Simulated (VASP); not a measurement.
# Te (Im-3m) in VASP: notebook

Te is run at these levels: revPBE; tasks: single point.

Program: VASP 6.6.1. These are calculated values, not measurements. Logs are shortened: lines on timing, memory, paths and dates and some standing lists are left out, and cuts for length are marked.

**1. The cell of the first run**

It takes space group Im-3m (No. 229, cubic). The conventional cell has a = 3.974 Å, b = 3.974 Å, c = 3.974 Å, α = 90.00°, β = 90.00°, γ = 90.00°. Within 4.5 Å of Te (site symmetry m-3m) lie 14 Te at 3.44 to 3.97 Å.

This isn't the form of Te at room conditions, which is trigonal, of chains.

**2. Single point, revPBE (31.39 Å³/atom)**

Contents of INCAR:

```
PREC = Accurate
ENCUT = 520
EDIFF = 1E-6
ISMEAR = -1
SIGMA = 0.1
LREAL = F
LASPH = T
NELM = 100
ALGO = Normal
ISIF = 2
LWAVE = F
LCHARG = F
GGA = RE
NBANDS = 9
```

Contents of KPOINTS:

```
regular mesh
0
Gamma
  13 13 13
```

Contents of POSCAR:

```
Te
1.0
   -1.9871752612      1.9871752612      1.9871752612
    1.9871752612     -1.9871752612      1.9871752612
    1.9871752612      1.9871752612     -1.9871752612
Te
1
Direct
    0.0000000000      0.0000000000      0.0000000000
```

Potentials or basis: VASP PAW PBE potentials, release 64 (Te).

Started as:

```console
> cat potpaw_PBE.64/Te/POTCAR > POTCAR
> mpirun -np 1 vasp_std > vasp.out
```

OUTCAR:

```text
PREC = Accurate
   ENCUT = 520
   EDIFF = 1E-6
   ISMEAR = -1
   LREAL = F
   LASPH = T
   NELM = 100
   ISIF = 2
   GGA = RE

 ion  position               nearest neighbor table
   1  0.000  0.000  0.000-

  LATTYP: Found a body centered cubic cell.
 ALAT       =     3.9743505224

  Lattice vectors:

 A1 = (  -1.9871752612,   1.9871752612,   1.9871752612)
 A2 = (   1.9871752612,  -1.9871752612,   1.9871752612)
 A3 = (   1.9871752612,   1.9871752612,  -1.9871752612)

Analysis of symmetry for initial positions (statically):
=====================================================================
 Subroutine PRICEL returns:
 Original cell was already a primitive cell.

 Routine SETGRP: Setting up the symmetry group for a
 body centered cubic supercell.

 Subroutine GETGRP returns: Found 48 space group operations
 (whereof 48 operations were pure point group operations)
 out of a pool of 48 trial point group operations.

The static configuration has the point symmetry O_h .

Analysis of symmetry for dynamics (positions and initial velocities):
=====================================================================
 Subroutine PRICEL returns:
 Original cell was already a primitive cell.

 Routine SETGRP: Setting up the symmetry group for a
 body centered cubic supercell.

 Subroutine GETGRP returns: Found 48 space group operations
 (whereof 48 operations were pure point group operations)
 out of a pool of 48 trial point group operations.

The dynamic configuration has the point symmetry O_h .

 Subroutine INISYM returns: Found 48 space group operations
 (whereof 48 operations are pure point group operations),
 and found     1 'primitive' translations

----------------------------------------------------------------------------------------

                                     Primitive cell

  volume of cell :      31.3884

  direct lattice vectors                    reciprocal lattice vectors
    -1.987175261  1.987175261  1.987175261     0.000000000  0.251613438  0.251613438
     1.987175261 -1.987175261  1.987175261     0.251613438  0.000000000  0.251613438
     1.987175261  1.987175261 -1.987175261     0.251613438  0.251613438  0.000000000

  length of vectors
     3.441888516  3.441888516  3.441888516     0.355835137  0.355835137  0.355835137

  position of ions in fractional coordinates (direct lattice)
     0.000000000  0.000000000  0.000000000

  ion indices of the primitive-cell ions
   primitive index   ion index
                 1           1

----------------------------------------------------------------------------------------

 KPOINTS: regular mesh

Automatic generation of k-mesh.
 Grid dimensions read from file:
 generate k-points for:   13   13   13

 Generating k-lattice:

  Cartesian coordinates                     Fractional coordinates (reciprocal lattice)
     0.000000000  0.019354880  0.019354880     0.076923077  0.000000000  0.000000000
     0.019354880  0.000000000  0.019354880     0.000000000  0.076923077  0.000000000
     0.019354880  0.019354880  0.000000000     0.000000000  0.000000000  0.076923077

  Length of vectors
     0.027371934  0.027371934  0.027371934

  Shift w.r.t. Gamma in fractional coordinates (k-lattice)
     0.000000000  0.000000000  0.000000000

 Subroutine IBZKPT returns following result:
 ===========================================

 Found     84 irreducible k-points:

 Following reciprocal coordinates:
            Coordinates               Weight
  0.000000  0.000000  0.000000      1.000000
  0.076923  0.000000  0.000000     12.000000
  0.153846  0.000000  0.000000     12.000000
  0.230769  0.000000  0.000000     12.000000
  0.307692  0.000000  0.000000     12.000000
  0.384615  0.000000  0.000000     12.000000
[... 16 lines left out ...]
  0.153846  0.076923  0.076923     24.000000
  0.230769  0.076923  0.076923     24.000000
 [... further k-points ...]
   k-points           NKPTS =     84   k-points in BZ     NKDIM =     84   number of bands    NBANDS=      9
   number of dos      NEDOS =    301   number of ions     NIONS =      1
   total plane-waves  NPLWV =  21952
   dimension x,y,z NGX =    28 NGY =   28 NGZ =   28
   dimension x,y,z NGXF=    56 NGYF=   56 NGZF=   56
   ions per type =               1
   NGX,Y,Z   is equivalent  to a cutoff of  13.52, 13.52, 13.52 a.u.
   NGXF,Y,Z  is equivalent  to a cutoff of  27.05, 27.05, 27.05 a.u.
 SYSTEM =  unknown system
   PREC   = accura    normal or accurate (medium, high low for compatibility)
   ISTART =      0    job   : 0-new  1-cont  2-samecut
   ICHARG =      2    charge: 1-file 2-atom 10-const
   ISPIN  =      1    spin polarized calculation?
   LNONCOLLINEAR =      F non collinear calculations
   LSORBIT =      F    spin-orbit coupling
   LASPH  =      T    aspherical Exc in radial PAW
   ENCUT  =  520.0 eV  38.22 Ry    6.18 a.u.   6.40  6.40  6.40*2*pi/ulx,y,z
   NELM   =    100;   NELMIN=  2; NELMDL= -5     # of ELM steps
   EDIFF  = 0.1E-05   stopping-criterion for ELM
   LREAL  =      F    real-space projection
   EDIFFG = 0.1E-04   stopping-criterion for IOM
   NSW    =      0    number of steps for IOM
   IBRION =     -1    ionic relax: 0-MD 1-quasi-New 2-CG
   NFREE  =      0    steps in history (QN), initial steepest desc. (CG)
   ISIF   =      2    stress and relaxation
   ISYM   =      2    0-nonsym 1-usesym 2-fastsym
   POTIM  = 0.5000    time-step for ionic-motion
   TEBEG  =    0.0;   TEEND  =   0.0 temperature during run
   PSTRESS=    0.0 pullay stress
   NELECT =       6.0000    total number of electrons
   NUPDOWN=      -1.0000    fix difference up-down
   EMIN   =  10.00;   EMAX   =-10.00  energy-range for DOS
   EFERMI =   0.00;   METHOD = LEGACY
   ISMEAR =    -1;   SIGMA  =   0.10  broadening in eV -4-tet -1-fermi 0-gaus
   EFERMI_NEDOS =   21; number of points for ismear=-14 and -15
   IALGO  =     38    algorithm
   IMIX   =      4    mixing-type and parameters
     AMIX     =   0.40;   BMIX     =  1.00
     AMIX_MAG =   1.60;   BMIX_MAG =  1.00
  volume/ion in A,a.u.               =      31.39       211.82
  Fermi-wavevector in a.u.,A,eV,Ry     =   0.943052  1.782110 12.100307  0.889348
  Thomas-Fermi vector in A             =   2.070722
   LORBIT       =      0    0 simple, 1 ext, 2 COOP (PROOUT), +10 PAW based schemes
   GGA     = RE    functional components
   LHFCALC =     F    Hartree Fock is set to
   AEXX    =    0.0000 exact exchange contribution
   IVDW    =     0    specifies the selected vdW correction
   LEPSILON=     F    determine dielectric tensor
   LRPA    =     F    only Hartree local field effects (RPA)
 non-spin polarized calculation
  energy-cutoff  :      520.00
  volume of cell :       31.39
 maximum number of plane-waves:       887
 NGX is ok and might be reduce to    28
   NGX = 13   NGY = 13   NGZ = 13

 number of electron       6.0000001 magnetization

 Free energy of the ion-electron system (eV)
  ---------------------------------------------------
  ext. energy  EPLUGINS =         0.00000000
  ---------------------------------------------------
  free energy    TOTEN  =        -2.47547348 eV

  energy without entropy =       -2.44933255  energy(sigma->0) =       -2.46240301

 E-fermi :   6.6488     XC(G=0):  -9.5973

 val. band max:        6.6347479710   @ k =   0.4615   0.0000   0.0000
 cond. band min:       6.6874141798   @ k =  -0.2308   0.3077   0.0769
 fundamental gap:      0.0526662088
 Fermi energy:         6.6487845485

 k-point     1 :       0.0000    0.0000    0.0000
  band No.  band energies     occupation
      1      -6.5123      2.00000
      2       9.1140      0.00000
      3       9.1140      0.00000
      4       9.1140      0.00000
      5      15.3694      0.00000
      6      16.2684      0.00000
      7      16.2684      0.00000
      8      16.2684      0.00000
      9      18.5144      0.00000

 k-point     2 :       0.0769    0.0000    0.0000
  band No.  band energies     occupation
      1      -6.4178      2.00000
      2       8.4491      0.00000
      3       8.8954      0.00000
      4       9.0736      0.00000
      5      15.5395      0.00000
      6      15.7929      0.00000
      7      16.2489      0.00000
      8      16.6658      0.00000
      9      17.5706      0.00000

 k-point     3 :       0.1538    0.0000    0.0000
  band No.  band energies     occupation
      1      -6.1389      2.00000
      2       6.9715      0.07634
      3       8.3715      0.00000
      4       8.9591      0.00000
      5      14.5767      0.00000
      6      15.0008      0.00000
      7      17.1247      0.00000
      8      17.4063      0.00000
      9      17.7240      0.00000

 k-point     4 :       0.2308    0.0000    0.0000
  band No.  band energies     occupation
      1      -5.6919      2.00000
      2       5.2814      2.00000
      3       7.7654      0.00003
      4       8.7933      0.00000
      5      13.5925      0.00000
      6      14.2903      0.00000
      7      17.4010      0.00000
      8      17.6806      0.00000
      9      19.2136      0.00000
[... 205 lines left out ...]
 k-point    22 :       0.0769    0.0769    0.0769
  band No.  band energies     occupation
      1      -5.9580      2.00000
      2       6.2625      1.95885
      3       8.3562      0.00000
      4       8.3562      0.00000
      5      14.9203      0.00000
      6      14.9203      0.00000
      7      16.2941      0.00000
      8      17.9875      0.00000
      9      17.9875      0.00000

 k-point    23 :       0.1538    0.0769    0.0769
  band No.  band energies     occupation
      1      -5.5223      2.00000
      2       4.9556      2.00000
      3       7.4381      0.00075
      4       8.0524      0.00000
      5      14.5502      0.00000
      6      14.6709      0.00000
      7      17.1685      0.00000
      8      18.1544      0.00000
      9      18.3154      0.00000

 k-point    24 :       0.2308    0.0769    0.0769
  band No.  band energies     occupation
      1      -4.9654      2.00000
      2       3.6212      2.00000
      3       6.6148      1.16814
      4       7.7535      0.00003
      5      14.0467      0.00000
      6      14.5016      0.00000
      7      18.3321      0.00000
      8      18.3416      0.00000
      9      19.3336      0.00000

 [... further k-points ...]
[... 5 lines left out ...]
  --------------------------------------------------------------------------------------
  -------------------------------------------------------------------------------------
  Total       -0.6683947     -0.6683947     -0.6683947      0.0000000      0.0000000      0.0000000
  in kB      -34.1173305    -34.1173305    -34.1173305      0.0000000      0.0000000      0.0000000
  external PRESSURE =     -34.1173305 kB  Pullay stress =       0.0000000 kB

 VOLUME and BASIS-vectors are now :
 -----------------------------------------------------------------------------
  energy-cutoff  :      520.00
  volume of cell :       31.39
      direct lattice vectors                 reciprocal lattice vectors
    -1.987175261  1.987175261  1.987175261     0.000000000  0.251613438  0.251613438
     1.987175261 -1.987175261  1.987175261     0.251613438  0.000000000  0.251613438
     1.987175261  1.987175261 -1.987175261     0.251613438  0.251613438  0.000000000

 POSITION                                       TOTAL-FORCE (eV/Angst)
 -----------------------------------------------------------------------------------
      0.00000      0.00000      0.00000        -0.000000      0.000000      0.000000
 -----------------------------------------------------------------------------------
    total drift:                                0.000000      0.000000      0.000000

  FREE ENERGIE OF THE ION-ELECTRON SYSTEM (eV)
  ---------------------------------------------------
  free  energy   TOTEN  =        -2.4754734776 eV

  energy  without entropy=       -2.4493325453  energy(sigma->0) =       -2.46240301
```

Wall time 31 s (1 thread of Intel Xeon 8259CL, shared host); peak memory 0.17 GiB.

What came out:

```
Free energy            : -2.4755 eV
Pressure               : -3.4 GPa
Band gap on the k mesh : zero (bands 3 and 4 overlap by 5.06 eV)
```

Caveat: the cell stands under tension; the PAW data sets were made with another functional, which shifts forces and pressure a little; spin-orbit coupling is left out, which moves the levels of the heavy elements.

**3. Single point, revPBE (32.55 Å³/atom)**

This run uses another cell than the first one, of 32.55 Å³/atom.

Contents of INCAR:

```
SYSTEM = Te
PREC     = Accurate       ! precision mode
ENCUT    = 520            ! plane-wave cutoff, eV
EDIFF    = 1E-6           ! SCF threshold, eV
ISMEAR   = -1             ! smearing method
SIGMA    = 0.1            ! smearing width, eV
LREAL    = .FALSE.        ! projectors in reciprocal space
LASPH    = .TRUE.         ! aspherical terms in the spheres
NELM     = 60             ! most SCF steps
ALGO     = Normal         ! electronic algorithm
ISIF     = 2              ! what is computed and relaxed
LWAVE    = .FALSE.        ! write WAVECAR
LCHARG   = .TRUE.         ! write CHGCAR
GGA      = RE             ! functional
LELF     = .TRUE.         ! ELF
LVHAR    = .TRUE.       
NBANDS   = 9              ! bands
```

Contents of KPOINTS:

```
Automatic mesh
0
G
  13 13 13
  0 0 0
```

Contents of POSCAR:

```
Te
1.0
   -2.0114114944      2.0114114944      2.0114114944
    2.0114114944     -2.0114114944      2.0114114944
    2.0114114944      2.0114114944     -2.0114114944
Te
1
Direct
    0.0000000000      0.0000000000      0.0000000000
```

Potentials or basis: VASP PAW PBE potentials, release 64 (Te).

Started as:

```console
> cat potpaw_PBE.64/Te/POTCAR > POTCAR
> mpirun -np 1 vasp_std > vasp.out
```

Wall time 22 s (1 thread of Intel Xeon 8259CL, shared host); peak memory 0.17 GiB.

Results (log left out):

| Quantity | Value |
| --- | --- |
| Free energy | -2.4467 eV |
| Pressure | -4.5 GPa |
| Band gap on the k mesh | zero (bands 3 and 4 overlap by 4.79 eV) |

Levels at points of the mesh, in eV from the Fermi level:
```tsv
k point	band 1	band 2	band 3	band 4	band 5	band 6	band 7
(0.00, 0.00, 0.00)	-12.91	2.30	2.30	2.30	8.36	9.55	9.55
```

Caveat: the cell stands under tension; the PAW data sets were made with another functional, which shifts forces and pressure a little; spin-orbit coupling is left out, which moves the levels of the heavy elements.
